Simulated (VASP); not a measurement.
# Li12Cl3O4 (a cell with a defect) in VASP: further runs, part 2 of 2

VASP 6.6.1. The steps go on from the part before.

### Step 3. Single point, PBEsol

The input, INCAR:

```
SYSTEM = Li12Cl3O4
PREC = Accurate ; ENCUT = 520
EDIFF = 1E-6 ; ISMEAR = 0
SIGMA = 0.05 ; LREAL = Auto
LASPH = .True. ; NELM = 80
ALGO = Normal ; ISIF = 2
LWAVE = .False. ; LCHARG = .False.
GGA = PS ; NELECT = 80.0
NBANDS = 56
```

The input, KPOINTS:

```
regular mesh
0
Gamma
  4 4 4
  0 0 0
```

The input, POSCAR:

```
Li12Cl3O4
1.0
   -3.8395493761      3.8395493761      3.8395493761
    3.8395493761     -3.8395493761      3.8395493761
    3.8395493761      3.8395493761     -3.8395493761
Li Cl O
12 3 4
Direct
    0.4999999510      0.7401084663      0.7598913868
    0.0197829205      0.2598914358      0.7598913868
   -0.0197829205      0.7401084663      0.2401085153
    0.4999999510      0.2598914358      0.2401085153
    0.7598913868      0.5197828715      0.7598913868
    0.2401085153      0.0000000000      0.7598913868
    0.2401085153      0.4802170305      0.2401085153
    0.7598913868      0.0000000000      0.2401085153
    0.7598913868      0.7401084663      0.4999999510
    0.2401085153      0.2598914358      0.4999999510
    0.2401085153      0.7401084663     -0.0197829205
    0.7598913868      0.2598914358      0.0197829205
    0.0000000000      0.4999999510      0.4999999510
    0.0000000000      0.0000000000      0.0000000000
    0.4999999510      0.4999999510      0.0000000000
    0.5000000812      0.5000000812      0.5000000812
    0.0000000000      0.0000000000      0.5000000812
    0.0000000000      0.5000000812      0.0000000000
    0.5000000812      0.0000000000      0.0000000000
```

Potentials or basis: VASP PAW PBE potentials, release 64 (Li_sv, Cl, O).

Run with:

```
$ cat potpaw_PBE.64/Li_sv/POTCAR potpaw_PBE.64/Cl/POTCAR potpaw_PBE.64/O/POTCAR > POTCAR
$ mpirun -np 1 vasp_std > vasp.out
```

OUTCAR:

```text
SYSTEM = Li12Cl3O4
   PREC = Accurate
   ENCUT = 520
   EDIFF = 1E-6
   ISMEAR = 0
   LREAL = Auto
   LASPH = .True.
   NELM = 80
   ISIF = 2
   GGA = PS
   NELECT = 80.0

 ion  position               nearest neighbor table
   1  0.500  0.740  0.760-  16 1.92  19 1.92  15 2.61
   2  0.020  0.260  0.760-  17 1.92  18 1.92  15 2.61
   3  0.980  0.740  0.240-  18 1.92  17 1.92  15 2.61
   4  0.500  0.260  0.240-  16 1.92  19 1.92  15 2.61
   5  0.760  0.520  0.760-  16 1.92  18 1.92  14 2.61
   6  0.240  0.000  0.760-  17 1.92  19 1.92  14 2.61
   7  0.240  0.480  0.240-  16 1.92  18 1.92  14 2.61
   8  0.760  0.000  0.240-  19 1.92  17 1.92  14 2.61
   9  0.760  0.740  0.500-  16 1.92  17 1.92  13 2.61
  10  0.240  0.260  0.500-  16 1.92  17 1.92  13 2.61
  11  0.240  0.740  0.980-  18 1.92  19 1.92  13 2.61
  12  0.760  0.260  0.020-  19 1.92  18 1.92  13 2.61
  13  0.000  0.500  0.500-  10 2.61  12 2.61  11 2.61   9 2.61
  14  0.000  0.000  0.000-   7 2.61   5 2.61   6 2.61   8 2.61
  15  0.500  0.500  0.000-   4 2.61   2 2.61   3 2.61   1 2.61
  16  0.500  0.500  0.500-   5 1.92   1 1.92   9 1.92   4 1.92  10 1.92   7 1.92
  17  0.000  0.000  0.500-   6 1.92   2 1.92   9 1.92  10 1.92   3 1.92   8 1.92
  18  0.000  0.500  0.000-   3 1.92  11 1.92   5 1.92   7 1.92   2 1.92  12 1.92
  19  0.500  0.000  0.000-   8 1.92  12 1.92   1 1.92   4 1.92  11 1.92   6 1.92

  LATTYP: Found a body centered cubic cell.
 ALAT       =     7.6790987522

  Lattice vectors:

 A1 = (  -3.8395493761,   3.8395493761,   3.8395493761)
 A2 = (   3.8395493761,  -3.8395493761,   3.8395493761)
 A3 = (   3.8395493761,   3.8395493761,  -3.8395493761)

Analysis of symmetry for initial positions (statically):
=====================================================================
 Subroutine PRICEL returns:
 Original cell was already a primitive cell.

 Routine SETGRP: Setting up the symmetry group for a
 body centered cubic supercell.

 Subroutine GETGRP returns: Found 48 space group operations
 (whereof 16 operations were pure point group operations)
 out of a pool of 48 trial point group operations.

The static configuration has the point symmetry D_4h.
 The point group associated with its full space group is O_h .

Analysis of symmetry for dynamics (positions and initial velocities):
=====================================================================
 Subroutine PRICEL returns:
 Original cell was already a primitive cell.

 Routine SETGRP: Setting up the symmetry group for a
 body centered cubic supercell.

 Subroutine GETGRP returns: Found 48 space group operations
 (whereof 16 operations were pure point group operations)
 out of a pool of 48 trial point group operations.

The dynamic configuration has the point symmetry D_4h.
 The point group associated with its full space group is O_h .

 Subroutine INISYM returns: Found 48 space group operations
 (whereof 16 operations are pure point group operations),
 and found     1 'primitive' translations

----------------------------------------------------------------------------------------

                                     Primitive cell

  volume of cell :     226.4127

  direct lattice vectors                    reciprocal lattice vectors
    -3.839549376  3.839549376  3.839549376     0.000000000  0.130223615  0.130223615
     3.839549376 -3.839549376  3.839549376     0.130223615  0.000000000  0.130223615
     3.839549376  3.839549376 -3.839549376     0.130223615  0.130223615  0.000000000

  length of vectors
[... 82 lines left out ...]
   number of dos      NEDOS =    301   number of ions     NIONS =     19
   total plane-waves  NPLWV = 125000
   dimension x,y,z NGX =    50 NGY =   50 NGZ =   50
   dimension x,y,z NGXF=   100 NGYF=  100 NGZF=  100
   ions per type =              12   3   4
   NGX,Y,Z   is equivalent  to a cutoff of  12.50, 12.50, 12.50 a.u.
   NGXF,Y,Z  is equivalent  to a cutoff of  25.00, 25.00, 25.00 a.u.
 SYSTEM =  Li12Cl3O4
   PREC   = accura    normal or accurate (medium, high low for compatibility)
   ISTART =      0    job   : 0-new  1-cont  2-samecut
   ICHARG =      2    charge: 1-file 2-atom 10-const
   ISPIN  =      1    spin polarized calculation?
   LNONCOLLINEAR =      F non collinear calculations
   LSORBIT =      F    spin-orbit coupling
   LASPH  =      T    aspherical Exc in radial PAW
   ENCUT  =  520.0 eV  38.22 Ry    6.18 a.u.  12.37 12.37 12.37*2*pi/ulx,y,z
   NELM   =     80;   NELMIN=  2; NELMDL= -5     # of ELM steps
   EDIFF  = 0.1E-05   stopping-criterion for ELM
   LREAL  =      T    real-space projection
   EDIFFG = 0.1E-04   stopping-criterion for IOM
   NSW    =      0    number of steps for IOM
   IBRION =     -1    ionic relax: 0-MD 1-quasi-New 2-CG
   NFREE  =      0    steps in history (QN), initial steepest desc. (CG)
   ISIF   =      2    stress and relaxation
   ISYM   =      2    0-nonsym 1-usesym 2-fastsym
   POTIM  = 0.5000    time-step for ionic-motion
   TEBEG  =    0.0;   TEEND  =   0.0 temperature during run
   PSTRESS=    0.0 pullay stress
   NELECT =      80.0000    total number of electrons
   NUPDOWN=      -1.0000    fix difference up-down
   EMIN   =  10.00;   EMAX   =-10.00  energy-range for DOS
   EFERMI =   0.00;   METHOD = LEGACY
   ISMEAR =     0;   SIGMA  =   0.05  broadening in eV -4-tet -1-fermi 0-gaus
   EFERMI_NEDOS =   21; number of points for ismear=-14 and -15
   IALGO  =     38    algorithm
   IMIX   =      4    mixing-type and parameters
     AMIX     =   0.40;   BMIX     =  1.00
     AMIX_MAG =   1.60;   BMIX_MAG =  1.00
  volume/ion in A,a.u.               =      11.92        80.42
  Fermi-wavevector in a.u.,A,eV,Ry     =   1.157367  2.187107 18.224994  1.339499
  Thomas-Fermi vector in A             =   2.293979
   LORBIT       =      0    0 simple, 1 ext, 2 COOP (PROOUT), +10 PAW based schemes
   GGA     = PS    functional components
   LHFCALC =     F    Hartree Fock is set to
   AEXX    =    0.0000 exact exchange contribution
   IVDW    =     0    specifies the selected vdW correction
   LEPSILON=     F    determine dielectric tensor
   LRPA    =     F    only Hartree local field effects (RPA)
 non-spin polarized calculation
 Gauss-broadening in eV      SIGMA  =   0.05
  energy-cutoff  :      520.00
  volume of cell :      226.41
 maximum number of plane-waves:      6108
 NGX is ok and might be reduce to    50
   NGX = 25   NGY = 25   NGZ = 25

 number of electron      80.0000057 magnetization

 Free energy of the ion-electron system (eV)
  ---------------------------------------------------
  ext. energy  EPLUGINS =         0.00000000
  ---------------------------------------------------
  free energy    TOTEN  =       -87.12048553 eV

  energy without entropy =      -87.12048553  energy(sigma->0) =      -87.12048553

 E-fermi :   1.5908     XC(G=0):  -8.7982

 val. band max:        1.2826707178   @ k =   0.0000   0.0000   0.0000
 cond. band min:       3.8295353055   @ k =   0.0000   0.0000   0.0000
 fundamental gap:      2.5468645877
 Fermi energy:         1.5907577657

 k-point     1 :       0.0000    0.0000    0.0000
  band No.  band energies     occupation
      1     -41.3664      2.00000
      2     -41.3148      2.00000
      3     -41.3148      2.00000
      4     -41.3148      2.00000
      5     -41.3057      2.00000
      6     -41.3057      2.00000
[... 429 lines left out ...]
     51      10.3628      0.00000
     52      10.3672      0.00000
 [bands above 52 left out]

------------------------ aborting loop because EDIFF is reached ----------------------------------------

  FORCE on cell =-STRESS in cart. coord.  units (eV):
  Direction    XX          YY          ZZ          XY          YZ          ZX
  --------------------------------------------------------------------------------------
  -------------------------------------------------------------------------------------
  Total       -6.5762673     -6.5762673     -6.5762673     -0.0000000      0.0000000     -0.0000000
  in kB      -46.5360244    -46.5360244    -46.5360244     -0.0000000      0.0000000     -0.0000000
  external PRESSURE =     -46.5360244 kB  Pullay stress =       0.0000000 kB

 VOLUME and BASIS-vectors are now :
 -----------------------------------------------------------------------------
  energy-cutoff  :      520.00
  volume of cell :      226.41
      direct lattice vectors                 reciprocal lattice vectors
    -3.839549376  3.839549376  3.839549376     0.000000000  0.130223615  0.130223615
     3.839549376 -3.839549376  3.839549376     0.130223615  0.000000000  0.130223615
     3.839549376  3.839549376 -3.839549376     0.130223615  0.130223615  0.000000000

 POSITION                                       TOTAL-FORCE (eV/Angst)
 -----------------------------------------------------------------------------------
      3.83955      1.99573      1.84382        -0.000000     -0.014283      0.014283
      3.83955      1.99573     -1.84382        -0.000000     -0.014283     -0.014283
     -0.00000      1.84382      5.68337        -0.000000      0.014283      0.014283
      0.00000      1.84382      1.99573        -0.000000      0.014283     -0.014283
      1.99573      3.83955      1.99573        -0.014283      0.000000     -0.014283
      1.99573      3.83955     -1.99573        -0.014283     -0.000000      0.014283
[... 11 lines left out ...]
      1.91977     -1.91977      1.91977        -0.000000     -0.000000      0.000000
     -1.91977      1.91977      1.91977        -0.000000     -0.000000      0.000000
 -----------------------------------------------------------------------------------
    total drift:                                0.000698     -0.000873     -0.000150

  FREE ENERGIE OF THE ION-ELECTRON SYSTEM (eV)
  ---------------------------------------------------
  free  energy   TOTEN  =       -87.1204855268 eV

  energy  without entropy=      -87.1204855268  energy(sigma->0) =      -87.12048553
```

Run time: 2.5 min. Hardware: 1 thread of Oxide Virtual Turin-like, shared host; peak memory 0.35 GiB.

Results:

```yaml
Free_energy: -87.1205 eV
Largest_force: 0.020 eV/Å
```

Forces on the atoms (eV/Å):
```
Li   0.000 -0.014  0.014
Li   0.000 -0.014 -0.014
Li   0.000  0.014  0.014
Li   0.000  0.014 -0.014
Li  -0.014  0.000 -0.014
Li  -0.014  0.000  0.014
Li   0.014  0.000  0.014
Li   0.014  0.000 -0.014
Li   0.014 -0.014  0.000
Li  -0.014  0.014  0.000
Li   0.014  0.014  0.000
Li  -0.014 -0.014  0.000
Cl   0.000  0.000  0.000
Cl   0.000  0.000  0.000
Cl   0.000  0.000  0.000
O    0.000  0.000  0.000
O    0.000  0.000  0.000
O    0.000  0.000  0.000
O    0.000  0.000  0.000
```

Caveat: the cell carries a net charge on a neutralising background, which shifts energy and pressure; the cell is charged against a uniform background, so pressure and absolute levels hang on convention; the cutoff is under 1.25 times the usual one of these potentials, so pressure, stress and relaxed cells hold a basis-set (Pulay) error; the PAW data sets were made with another functional, which shifts forces and pressure a little.

### Step 4. Single point, PBEsol

The input, INCAR:

```
  ALGO = Normal
  EDIFF = 1E-6
  ENCUT = 520
  GGA = PS
  ISIF = 2
  ISMEAR = 0
  LASPH = T
  LCHARG = F
  LREAL = Auto
  LWAVE = F
  NBANDS = 56
  NELECT = 80.0
  NELM = 100
  PREC = Accurate
  SIGMA = 0.05
```

The input, KPOINTS:

```
k-points
0
Gamma
  4 4 4
```

The input, POSCAR:

```
Li12Cl3O4
1.0
   -3.8395493761      3.8395493761      3.8395493761
    3.8395493761     -3.8395493761      3.8395493761
    3.8395493761      3.8395493761     -3.8395493761
Li Cl O
12 3 4
Direct
    0.5197828715      0.7598913868      0.7598913868
    0.0000000000      0.2401085153      0.7598913868
    0.0000000000      0.7598913868      0.2401085153
    0.4802170305      0.2401085153      0.2401085153
    0.7401084663      0.4999999510      0.7598913868
    0.2598914358      0.0197829205      0.7598913868
    0.2598914358      0.4999999510      0.2401085153
    0.7401084663     -0.0197829205      0.2401085153
    0.7401084663      0.7598913868      0.4999999510
    0.2598914358      0.2401085153      0.4999999510
    0.2598914358      0.7598913868      0.0197829205
    0.7401084663      0.2401085153     -0.0197829205
   -0.4999999510      0.0000000000      0.4999999510
    0.0000000000      0.0000000000      0.0000000000
    0.4999999510      0.4999999510      0.0000000000
    0.5000000812      0.5000000812      0.5000000812
    0.0000000000      0.0000000000      0.5000000812
    0.0000000000      0.5000000812      0.0000000000
    0.5000000812      0.0000000000      0.0000000000
```

Run with:

```
$ cat potpaw_PBE.64/Li_sv/POTCAR potpaw_PBE.64/Cl/POTCAR potpaw_PBE.64/O/POTCAR > POTCAR
$ mpirun -np 1 vasp_std > vasp.out
```

It took 3.1 min on 1 thread of Oxide Virtual Turin-like, shared host; peak memory 0.35 GiB.

Results (log left out):

```
Free energy   : -87.1205 eV
Largest force : 0.020 eV/Å
```

Forces on the atoms (eV/Å):
```
Li   0.000 -0.014 -0.014
Li   0.000 -0.014  0.014
Li   0.000  0.014 -0.014
Li   0.000  0.014  0.014
Li  -0.014  0.000  0.014
Li  -0.014  0.000 -0.014
Li   0.014  0.000 -0.014
Li   0.014  0.000  0.014
Li  -0.014  0.014  0.000
Li   0.014 -0.014  0.000
Li  -0.014 -0.014  0.000
Li   0.014  0.014  0.000
Cl   0.000  0.000  0.000
Cl   0.000  0.000  0.000
Cl   0.000  0.000  0.000
O    0.000  0.000  0.000
O    0.000  0.000  0.000
O    0.000  0.000  0.000
O    0.000  0.000  0.000
```

Levels at points of the mesh, in eV from the Fermi level:
```csv
k point,band 36,band 37,band 38,band 39,band 40,band 41,band 42,band 43,band 44,band 45
"(0.00, 0.00, 0.00)",-0.45,-0.45,-0.24,-0.24,-0.24,2.31,4.81,4.81,4.88,7.00
"(0.50, 0.00, 0.00)",-0.78,-0.73,-0.53,-0.51,-0.50,3.60,5.07,5.56,5.82,6.54
"(0.50, 0.50, 0.50)",-1.19,-1.19,-0.94,-0.94,-0.94,4.21,5.83,6.22,6.22,6.22
```

Caveat: the cell carries a net charge on a neutralising background, which shifts energy and pressure; the cell is charged against a uniform background, so pressure and absolute levels hang on convention; the cutoff is under 1.25 times the usual one of these potentials, so pressure, stress and relaxed cells hold a basis-set (Pulay) error; the PAW data sets were made with another functional, which shifts forces and pressure a little.
